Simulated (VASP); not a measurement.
Set up this calculation in VASP 6.6.1, as the native input.

```
Task                   : single point
Functional             : PBE
Potentials or basis    : VASP PAW PBE potentials, release 64 (Si, N, P)
Cutoff                 : 520 eV
k mesh                 : 4 × 4 × 4
Occupations            : fermi-dirac, width 0.0146 eV
Spin                   : no spin polarisation
Dipole correction      : no
Further INCAR settings : ALGO = Normal; EDIFF = 1e-06; NBANDS = 34
```

The structure of Si2PN2 lies in POSCAR:

```
Si2PN2
1.0
    4.8146430000      2.9736570000      0.0000000000
    4.8146430000     -2.9736570000      0.0000000000
    0.0000000000      0.0000000000     -5.2526410000
Si N P
4 4 2
Direct
    0.3276000000      0.0264000000      0.7163000000
    0.6724000000      0.9736000000      0.2163000000
    0.9736000000      0.6724000000      0.7163000000
    0.0264000000      0.3276000000      0.2163000000
    0.3431000000      0.0967000000      0.3726000000
    0.6569000000      0.9033000000      0.8726000000
    0.9033000000      0.6569000000      0.3726000000
    0.0967000000      0.3431000000      0.8726000000
    0.2073000000      0.7927000000      0.7642000000
    0.7927000000      0.2073000000      0.2642000000
```

These files were run (other wordings do the same):

INCAR

```
ALGO = Normal
EDIFF = 1E-6
ENCUT = 520
GGA = PE
ISIF = 2
ISMEAR = -1
LASPH = T
LCHARG = F
LREAL = F
LWAVE = F
NBANDS = 34
NELM = 80
PREC = Accurate
SIGMA = 0.0146
```

KPOINTS

```
k-points
0
Gamma
  4 4 4
```

Potentials or basis: VASP PAW PBE potentials, release 64 (Si, N, P).

The run is started by

```bash
$ cat potpaw_PBE.64/Si/POTCAR potpaw_PBE.64/N/POTCAR potpaw_PBE.64/P/POTCAR > POTCAR
$ mpirun -np 1 vasp_std > vasp.out
```

Results of the run:

The pressure is 22.0 GPa, the largest force is 15.036 eV/Å and the band gap on the k mesh is zero (bands 23 and 24 overlap by 0.54 eV).

Caveat: the stress differs along the axes, from -17 to 98 GPa; forces of over 1 eV/Å act on the atoms, so gaps and moduli don't describe the material at rest.

Wall time 51 s on 1 thread of Intel(R) Xeon(R) 6975P-C (Granite Rapids), with other jobs on the host, peak memory 0.29 GiB.
